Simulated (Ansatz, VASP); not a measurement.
Two plane-wave programs on Sr

File INCAR:

```
PREC = Accurate
ENCUT = 500
EDIFF = 1E-6
ISMEAR = -1
SIGMA = 0.02
LREAL = F
LASPH = T
NELM = 120
ALGO = Normal
ISIF = 2
LWAVE = F
LCHARG = F
GGA = CA
NBANDS = 11
GGA_COMPAT = F
```

The input KPOINTS:

```
regular mesh
0
Gamma
  8 8 8
```

Contents of POSCAR:

```
Sr
1.0
    0.0000000000      3.0012321217      3.0012321217
    3.0012321217      0.0000000000      3.0012321217
    3.0012321217      3.0012321217      0.0000000000
Sr
1
Direct
    0.0000000000      0.0000000000      0.0000000000
```

The input input.yaml:

```yaml
crystal:
  lattice:
    - [0.0, 3.0012321217, 3.0012321217]
    - [3.0012321217, 0.0, 3.0012321217]
    - [3.0012321217, 3.0012321217, 0.0]
  atoms:
    - { symbol: Sr, position: [0.0, 0.0, 0.0] }
hamiltonian:
  xc: lda
  pseudopotentials: { kind: paw }
kpoints:
  mp_grid: { grid: [8, 8, 8] }
scf:
  occupations: { method: fermi_dirac, width: 0.02 }
output:
  forces: true
  stress: true
  eigenvalues: true
  write_density: true
  write_potential: true
  elf: true
  volumetric_format: npy
```

Alike in both runs: task single point; functional LDA; k mesh 8 × 8 × 8; occupations fermi-dirac, width 0.02 eV; no spin polarisation.

```csv
,VASP,Ansatz
version,VASP 6.6.1,Ansatz 0.2.0
potentials or method,"VASP PAW LDA potentials, release 64 (Sr_sv)",Ansatz PAW
plane-wave cutoff (eV),500,420
valence electrons in the cell,10,10
```

|  | VASP | Ansatz | Ansatz less VASP |
| --- | --- | --- | --- |
| pressure (GPa) | -1.3 | -1.3 | +0.01 |

LDA's correlation is that of Perdew and Zunger in VASP and of Perdew and Wang (1992) in Ansatz.
